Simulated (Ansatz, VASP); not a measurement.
## Na: VASP beside Ansatz

File INCAR:

```
SYSTEM = Na
PREC     = Accurate       ! precision mode
ENCUT    = 520            ! plane-wave cutoff, eV
EDIFF    = 1E-6           ! SCF threshold, eV
ISMEAR   = -1             ! smearing method
SIGMA    = 0.1            ! smearing width, eV
LREAL    = .FALSE.        ! projectors in reciprocal space
LASPH    = .TRUE.         ! aspherical terms in the spheres
NELM     = 100            ! most SCF steps
ALGO     = Normal         ! electronic algorithm
ISIF     = 2              ! what is computed and relaxed
LWAVE    = .FALSE.        ! write WAVECAR
LCHARG   = .FALSE.        ! write CHGCAR
GGA      = B5             ! functional
ALDAX    = 1.0          
AGGAX    = 1.0          
AGGAC    = 1.0          
ALDAC    = 0.0          
NBANDS   = 10             ! bands
```

KPOINTS

```
Automatic mesh
0
G
  10 10 10
  0 0 0
```

Contents of POSCAR:

```
Na
1.0
    3.5085645276      0.0000000000      0.0000000000
    0.0000000000      3.5085645276      0.0000000000
    0.0000000000      0.0000000000      3.5085645276
Na
1
Direct
    0.0000000000      0.0000000000      0.0000000000
```

Input for Ansatz:

```yaml
crystal:
  lattice:
    - [3.5085645276, 0.0, 0.0]
    - [0.0, 3.5085645276, 0.0]
    - [0.0, 0.0, 3.5085645276]
  atoms:
    - { symbol: Na, position: [0.0, 0.0, 0.0] }
hamiltonian:
  xc: blyp
  pseudopotentials:
    kind: paw
    azcp:
      Na: "pseudopotentials/Na.paw.azcp"
basis:
  ecutwfc: 420
  fft_grid_basis: typed
kpoints:
  mp_grid: { grid: [10, 10, 10], shift: [0, 0, 0] }
magnetization:
  spin_polarized: false
scf:
  occupations: { method: fermi_dirac, width: 0.1 }
  lower_state_search: "off"
output:
  stress: true
```

Alike in both runs: task single point; functional BLYP; k mesh 10 × 10 × 10; occupations fermi-dirac, width 0.1 eV; no spin polarisation.

```csv
,VASP,Ansatz
version,VASP 6.6.1,Ansatz 0.2.0
potentials or method,"VASP PAW PBE potentials, release 64 (Na_pv), cutoff 520 eV","plane waves (420 eV) with PAW, scalar-relativistic"
valence electrons in the cell,7,9
```

|  | VASP | Ansatz | Ansatz less VASP |
| --- | --- | --- | --- |
| pressure (GPa) | -0.2 | -0.2 | +0.01 |

VASP's potentials were made for PBE, not for BLYP. With one functional, cell and mesh, what is left measures potentials, basis and numerics. VASP's potentials hold 7 valence electrons a cell and Ansatz's 9, so a difference there can come from the potentials and not from the codes.
